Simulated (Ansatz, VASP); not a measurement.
# Two plane-wave programs on Ru

Contents of INCAR:

```
SYSTEM = Ru
  PREC = Accurate
  ENCUT = 520
  EDIFF = 1E-7
  ISMEAR = 0
  SIGMA = 0.15
  LREAL = .FALSE.
  LASPH = .TRUE.
  NELM = 80
  ALGO = Fast
  ISIF = 2
  LWAVE = .FALSE.
  LCHARG = .TRUE.
  GGA = PE
  LELF = .TRUE.
  LVHAR = .TRUE.
  NBANDS = 21
```

Contents of KPOINTS:

```
Automatic mesh
0
G
  18 18 10
  0 0 0
```

POSCAR

```
Ru
1.0
    2.9102000000      0.0000000000      0.0000000000
   -1.4551000000      2.5203071301      0.0000000000
    0.0000000000      0.0000000000      3.7811000000
Ru
2
Direct
    0.3333333333      0.6666666667      0.2500000000
    0.6666666667      0.3333333333      0.7500000000
```

Input for Ansatz:

```yaml
crystal:
  lattice:
    - [2.9102, 0.0, 0.0]
    - [-1.4551, 2.5203071301, 0.0]
    - [0.0, 0.0, 3.7811]
  atoms:
    - { symbol: Ru, position: [0.3333333333, 0.6666666667, 0.25] }
    - { symbol: Ru, position: [0.6666666667, 0.3333333333, 0.75] }
basis:
  ecutwfc: 420
kpoints:
  mp_grid: { grid: [18, 18, 10] }
hamiltonian:
  xc: pbe
  pseudopotentials: { kind: paw, azcp: { folder: soft_1 } }
scf:
  occupations: { method: gaussian, width: 0.15 }
output:
  forces: true
  stress: true
  eigenvalues: true
```

Alike in both runs: task single point; functional PBE; k mesh 18 × 18 × 10; occupations gaussian, width 0.15 eV; no spin polarisation.

|  | VASP | Ansatz |
| --- | --- | --- |
| version | VASP 6.6.1 | Ansatz 0.2.0 |
| potentials or method | VASP PAW PBE potentials, release 64 (Ru_pv), cutoff 520 eV | scalar-relativistic, plane waves, PAW |
| valence electrons in the cell | 28 | 32 |

VASP gave:

| Quantity | Value |
| --- | --- |
| gap on the k mesh at the Fermi level (eV) | none |
| pressure (GPa) | 11.5 |
| traceless stress, the component that is largest in VASP (GPa) | 39.65 |

Question: Estimate Ansatz's values.

Answer: gap on the k mesh at the Fermi level (eV): none; pressure (GPa): 11.5; traceless stress, the component that is largest in VASP (GPa): 39.64.

A gap of «none» marks a metal or a gap that the smearing closes. The functional is the same, so the differences come from potentials, cutoffs and numerics. VASP's potentials hold 28 valence electrons a cell and Ansatz's 32, so a difference there can come from the potentials and not from the codes.
